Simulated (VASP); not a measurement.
# Ti2Si4W (I4/mmm) in VASP: notebook, part 2 of 2

VASP 6.6.1.

### Step 5. Relaxation of cell and atoms, PBE

INCAR

```
PREC = Accurate
ENCUT = 600
EDIFF = 1E-7
ISMEAR = 1
SIGMA = 0.2306
LREAL = F
LASPH = T
NELM = 80
ALGO = Normal
ISIF = 3
LWAVE = F
LCHARG = F
GGA = PE
IBRION = 2
NSW = 60
EDIFFG = -0.01
```

KPOINTS

```
Automatic mesh
0
Gamma
  5 5 5
```

POSCAR

```
Ti2Si4W
1.0
   -3.1176660000      3.1176660000      2.5472710000
    3.1176660000     -3.1176660000      2.5472710000
    3.1176660000      3.1176660000     -2.5472710000
W Si Ti
1 4 2
Direct
    0.0000000000      0.0000000000      0.0000000000
    0.3030000000      0.3030000000      0.6060000000
    0.3030000000      0.6970000000      0.0000000000
    0.6970000000      0.6970000000      0.3940000000
    0.6970000000      0.3030000000      0.0000000000
    0.7500000000      0.2500000000      0.5000000000
    0.2500000000      0.7500000000      0.5000000000
```

Potentials or basis: VASP PAW PBE potentials, release 64 (W_sv, Si, Ti_sv).

Started as:

```sh
$ cat potpaw_PBE.64/W_sv/POTCAR potpaw_PBE.64/Si/POTCAR potpaw_PBE.64/Ti_sv/POTCAR > POTCAR
$ mpirun -np 1 vasp_std > vasp.out
```

OUTCAR:

```text
PREC = Accurate
   ENCUT = 600
   EDIFF = 1E-7
   ISMEAR = 1
   LREAL = F
   LASPH = T
   NELM = 80
   ISIF = 3
   GGA = PE
   IBRION = 2
   NSW = 60
   EDIFFG = -0.01

 ion  position               nearest neighbor table
   1  0.000  0.000  0.000-   3 2.67   5 2.67   2 2.67   4 2.67   2 3.08   4 3.08   4 3.08   2 3.08
                             3 3.08   5 3.08   3 3.08   5 3.08
   2  0.303  0.303  0.606-   3 2.46   5 2.46   7 2.59   6 2.59   6 2.59   7 2.59   1 2.67   4 2.71
                             4 2.71   1 3.08   1 3.08
   3  0.303  0.697  0.000-   2 2.46   4 2.46   6 2.59   7 2.59   7 2.59   6 2.59   1 2.67   5 2.71
                             5 2.71   1 3.08   1 3.08
   4  0.697  0.697  0.394-   3 2.46   5 2.46   7 2.59   6 2.59   6 2.59   7 2.59   1 2.67   2 2.71
                             2 2.71   1 3.08   1 3.08
   5  0.697  0.303  0.000-   2 2.46   4 2.46   7 2.59   6 2.59   6 2.59   7 2.59   1 2.67   3 2.71
                             3 2.71   1 3.08   1 3.08
   6  0.750  0.250  0.500-   7 2.55   7 2.55   4 2.59   2 2.59   5 2.59   5 2.59   3 2.59   3 2.59
                             2 2.59   4 2.59
   7  0.250  0.750  0.500-   6 2.55   6 2.55   4 2.59   2 2.59   3 2.59   3 2.59   5 2.59   5 2.59
                             4 2.59   2 2.59

  LATTYP: Found a body centered tetragonal cell.
 ALAT       =     6.2353320000
 C/A-ratio  =     0.8170442248

  Lattice vectors:

[... 174 lines left out ...]

 number of electron      54.0000001 magnetization

 Free energy of the ion-electron system (eV)
  ---------------------------------------------------
  ext. energy  EPLUGINS =         0.00000000
  ---------------------------------------------------
  free energy    TOTEN  =       -51.37283756 eV

  energy without entropy =      -51.38777554  energy(sigma->0) =      -51.37781689

------------------------ aborting loop because EDIFF is reached ----------------------------------------

  FORCE on cell =-STRESS in cart. coord.  units (eV):
  Direction    XX          YY          ZZ          XY          YZ          ZX
  --------------------------------------------------------------------------------------
  -------------------------------------------------------------------------------------
  Total       -0.3569956     -0.3569956     -1.0831757      0.0000000     -0.0000000      0.0000000
  in kB       -5.7753605     -5.7753605    -17.5232706      0.0000000     -0.0000000      0.0000000
  external PRESSURE =      -9.6913305 kB  Pullay stress =       0.0000000 kB
[... 192 lines left out ...]
--------------------------------------- Ionic step        6  -------------------------------------------

 number of electron      54.0000000 magnetization

 Free energy of the ion-electron system (eV)
  ---------------------------------------------------
  ext. energy  EPLUGINS =         0.00000000
  ---------------------------------------------------
  free energy    TOTEN  =       -51.43497670 eV

  energy without entropy =      -51.44166506  energy(sigma->0) =      -51.43720616

 E-fermi :  11.2464     XC(G=0): -12.0514

 val. band max:       11.2315917701   @ k =  -0.2000  -0.4000   0.2000
 cond. band min:      11.2550270742   @ k =  -0.4000   0.4000   0.0000
 fundamental gap:      0.0234353041
 Fermi energy:        11.2464320217

 k-point     1 :       0.0000    0.0000    0.0000
  band No.  band energies     occupation
      1     -63.3285      2.00000
      2     -45.3772      2.00000
      3     -45.1996      2.00000
      4     -27.5544      2.00000
      5     -27.5091      2.00000
      6     -27.5091      2.00000
[... 653 lines left out ...]
  FREE ENERGIE OF THE ION-ELECTRON SYSTEM (eV)
  ---------------------------------------------------
  free  energy   TOTEN  =       -51.4349767028 eV

  energy  without entropy=      -51.4416650627  energy(sigma->0) =      -51.43720616

 reached required accuracy - stopping structural energy minimisation
```

OSZICAR:

```text
N       E                     dE             d eps       ncg     rms          rms(c)
DAV:   1     0.615812803611E+03    0.61581E+03   -0.28101E+04  1152   0.202E+03
DAV:   2     0.154146494349E+02   -0.60040E+03   -0.59282E+03  1152   0.576E+02
DAV:   3    -0.495782436453E+02   -0.64993E+02   -0.64279E+02  1856   0.152E+02
[... 70 lines left out ...]
DAV:   6    -0.514349730757E+02    0.20146E-05   -0.53302E-05  1752   0.391E-02    0.172E-02
DAV:   7    -0.514349759071E+02   -0.28314E-05   -0.84364E-06  1616   0.163E-02    0.689E-03
DAV:   8    -0.514349765595E+02   -0.65245E-06   -0.24999E-06  1656   0.838E-03    0.192E-03
DAV:   9    -0.514349767629E+02   -0.20340E-06   -0.12004E-07   968   0.236E-03    0.621E-04
DAV:  10    -0.514349767028E+02    0.60145E-07   -0.42345E-08   856   0.152E-03
   6 F= -.51434977E+02 E0= -.51437206E+02  d E =-.240263E-02
```

Run time: 5.9 min. Hardware: 1 thread of AMD EPYC 7R43 (Zen 3), shared host; peak memory 0.28 GiB.

Results:

| Property | Result |
| --- | --- |
| Free energy | -51.4350 eV |
| Relaxed volume | 14.14 Å³/atom |
| Relaxed cell | a = 5.089 Å, b = 5.089 Å, c = 5.089 Å, α = 104.59°, β = 104.59°, γ = 119.74° |
| Space group after relaxing (to 0.1 Å) | I4/mmm (No. 139) |
| Energy gained by relaxing | 8.9 meV/atom |
| Ionic steps | 6 |
| Pressure after relaxing | 0.0 GPa |
| Largest force after relaxing | 0.007 eV/Å |
| Band gap on the k mesh | zero (bands 27 and 28 overlap by 0.45 eV) |

Forces in eV/Å, atoms in the order of the input:
```
W    0.000  0.000  0.000
Si   0.005  0.005  0.000
Si  -0.005  0.005  0.000
Si  -0.005 -0.005  0.000
Si   0.005 -0.005  0.000
Ti   0.000  0.000  0.000
Ti   0.000  0.000  0.000
```

Stress tensor (GPa, compression positive):
```
-0.01  0.00  0.00
 0.00 -0.01  0.00
 0.00  0.00  0.10
```

The path:
```
step  energy change (eV)  largest force (eV/Å)  pressure (GPa)  volume (Å³)
   1              0.0000                0.6161           -0.97        99.04
   2             -0.0466                0.1905            1.34        97.81
   3             -0.0473                0.1319            1.71        97.64
   4             -0.0593                0.0035           -0.74        99.37
   5             -0.0597                0.0223           -0.37        99.09
   6             -0.0621                0.0069            0.02        98.95
```

Final structure:
```xyz
7
Lattice="-3.1120 3.1120 2.5543 3.1120 -3.1120 2.5543 3.1120 3.1120 -2.5543" Properties=species:S:1:pos:R:3 pbc="T T T"
W     0.0000    0.0000    0.0000
Si    1.8486    1.8486    0.0000
Si    4.3753    1.8486    0.0000
Si    1.2633    1.2633    2.5543
Si   -1.2633    1.2633    2.5543
Ti    0.0000    3.1120    1.2772
Ti    3.1120    0.0000    1.2772
```

Caveat: spin-orbit coupling is left out, which moves the levels of the heavy elements.

### Step 6. Relaxation of cell and atoms, PBE

INCAR

```
PREC = Accurate ; ENCUT = 600
EDIFF = 1E-6 ; ISMEAR = 1
SIGMA = 0.005 ; LREAL = F
LASPH = T ; NELM = 60
ALGO = Normal ; ISIF = 3
LWAVE = F ; LCHARG = F
GGA = PE ; IBRION = 2
NSW = 60 ; EDIFFG = -0.01
```

KPOINTS is that of step 5.

POSCAR is that of step 5.

Potentials or basis: VASP PAW PBE potentials, release 64 (W_sv, Si, Ti_sv).

Started as:

```sh
$ cat potpaw_PBE.64/W_sv/POTCAR potpaw_PBE.64/Si/POTCAR potpaw_PBE.64/Ti_sv/POTCAR > POTCAR
$ mpirun -np 1 vasp_std > vasp.out
```

Run time: 5.6 min. Hardware: 1 thread of AMD EPYC 7R43 (Zen 3), shared host; peak memory 0.28 GiB.

The run converged. Its results:

```yaml
Free_energy: -51.4343 eV
Relaxed_volume: 14.13 Å³/atom
Relaxed_cell: a = 5.088 Å, b = 5.088 Å, c = 5.088 Å, α = 104.60°, β = 104.60°, γ = 119.73°
Space_group_after_relaxing_to_0.1_Å: I4/mmm (No. 139)
Energy_gained_by_relaxing: 8.2 meV/atom
Ionic_steps: 6
Pressure_after_relaxing: 0.0 GPa
Largest_force_after_relaxing: 0.004 eV/Å
Band_gap_on_the_k_mesh: zero (bands 27 and 28 overlap by 0.45 eV)
```

Forces on the atoms (eV/Å):
```
W    0.000  0.000  0.000
Si  -0.003 -0.003  0.000
Si   0.003 -0.003  0.000
Si   0.003  0.003  0.000
Si  -0.003  0.003  0.000
Ti   0.000  0.000  0.000
Ti   0.000  0.000  0.000
```

Stress tensor (GPa, compression positive):
```
-0.05  0.00  0.00
 0.00 -0.05  0.00
 0.00  0.00  0.11
```

Step by step:
```csv
step,energy change (eV),largest force (eV/Å),pressure (GPa),volume (Å³)
1,0.0000,0.5811,-1.05,99.04
2,-0.0422,0.1980,1.48,97.71
3,-0.0428,0.1415,1.83,97.53
4,-0.0542,0.0205,-0.69,99.28
5,-0.0550,0.0088,-0.21,98.91
6,-0.0575,0.0041,0.01,98.90
```

Final structure:
```
CELL_PARAMETERS angstrom
-3.11124 3.11124 2.55426
3.11124 -3.11124 2.55426
3.11124 3.11124 -2.55426
ATOMIC_POSITIONS crystal
W 0.00000 0.00000 0.00000
Si 0.29731 0.29731 0.59462
Si 0.29731 0.70269 0.00000
Si 0.70269 0.70269 0.40538
Si 0.70269 0.29731 0.00000
Ti 0.75000 0.25000 0.50000
Ti 0.25000 0.75000 0.50000
```

Levels at points of the mesh, in eV from the Fermi level:
```
           k point  band 24  band 25  band 26  band 27  band 28  band 29  band 30  band 31
(0.00, 0.00, 0.00)    -2.39    -2.19    -0.26     0.09     0.54     1.14     1.25     1.25
```

Caveat: spin-orbit coupling is left out, which moves the levels of the heavy elements.

### Step 7. The runs side by side

| task | cell | cutoff (eV) | smearing | gap on the mesh (eV) | pressure (GPa) | relaxed volume (Å³/atom) | largest force (eV/Å) |
| --- | --- | --- | --- | --- | --- | --- | --- |
| single point | a = 5.089 Å, angles 104.6, 104.6, 119.7°, 7 atoms, atomic positions A | 520 | methfessel-paxton 0.2306 eV | none | -0.1 | - | 0.01 |
| single point | a = 5.088 Å, angles 104.6, 104.6, 119.7°, 7 atoms, atomic positions A | 520 | methfessel-paxton 0.005 eV | none | -0.1 | - | 0.01 |
| relaxation of cell and atoms | relaxed from a = 5.092 Å, angles 104.5, 104.5, 120.0°, 7 atoms, atomic positions B | 600 | methfessel-paxton 0.2306 eV | none | 0.0 | 14.14 | 0.01 |
| relaxation of cell and atoms | relaxed from a = 5.092 Å, angles 104.5, 104.5, 120.0°, 7 atoms, atomic positions B | 600 | methfessel-paxton 0.005 eV | none | 0.0 | 14.13 | - |

Alike in all rows: level PBE; potentials or basis VASP PAW PBE potentials, release 64 (W_sv, Si, Ti_sv); no spin polarisation; k mesh 5 × 5 × 5.

Caveats: spin-orbit coupling is left out, which moves the levels of the heavy elements.

Absolute energies hang on the potentials; compare differences alone.
